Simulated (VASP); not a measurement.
Write the native input for VASP 6.6.1 that does the following.

```
Task                   : single point
Functional             : PBE
Potentials or basis    : VASP PAW PBE potentials, release 64 (Cd, Se)
Cutoff                 : 520 eV
k mesh                 : 6 × 6 × 4
Occupations            : gaussian, width 0.1 eV
Spin                   : no spin polarisation
Dipole correction      : no
Further INCAR settings : ALGO = Normal; EDIFF = 1e-06; NBANDS = 32
```

The structure of Cd3Se2 lies in POSCAR:

```
Cd3Se2
1.0
    4.4790867375      0.0000000000      0.0000000000
   -2.2395433687      3.8790029004      0.0000000000
    0.0000000000      0.0000000000      6.9687313961
Cd Se
3 2
Direct
    0.0000000000      0.0000000000      0.0000000000
    0.3333333333      0.6666666667      0.6450000000
    0.6666666667      0.3333333333      0.3550000000
    0.3333333333      0.6666666667      0.2450000000
    0.6666666667      0.3333333333      0.7550000000
```

One way to write it, as run:

INCAR

```
PREC     = Accurate       # precision mode
ENCUT    = 520            # plane-wave cutoff, eV
EDIFF    = 1E-6           # SCF threshold, eV
ISMEAR   = 0              # smearing method
SIGMA    = 0.1            # smearing width, eV
LREAL    = False          # projectors in reciprocal space
LASPH    = True           # aspherical terms in the spheres
NELM     = 80             # most SCF steps
ALGO     = Normal         # electronic algorithm
ISIF     = 2              # what is computed and relaxed
LWAVE    = False          # write WAVECAR
LCHARG   = False          # write CHGCAR
GGA      = PE             # functional
NBANDS   = 32             # bands
```

KPOINTS

```
regular mesh
0
Gamma
  6 6 4
```

Potentials or basis: VASP PAW PBE potentials, release 64 (Cd, Se).

Command:

```bash
$ cat potpaw_PBE.64/Cd/POTCAR potpaw_PBE.64/Se/POTCAR > POTCAR
$ mpirun -np 1 vasp_std > vasp.out
```

Results of the run:

| Item | Value |
| --- | --- |
| Pressure | 6.6 GPa |
| Largest force | 0.252 eV/Å |
| Band gap on the k mesh | zero (bands 24 and 25 overlap by 1.71 eV) |

Caveat: the cell stands under pressure.

It took 61 s on 1 thread of Intel(R) Xeon(R) 6975P-C (Granite Rapids), with other jobs on the host, peak memory 0.28 GiB.
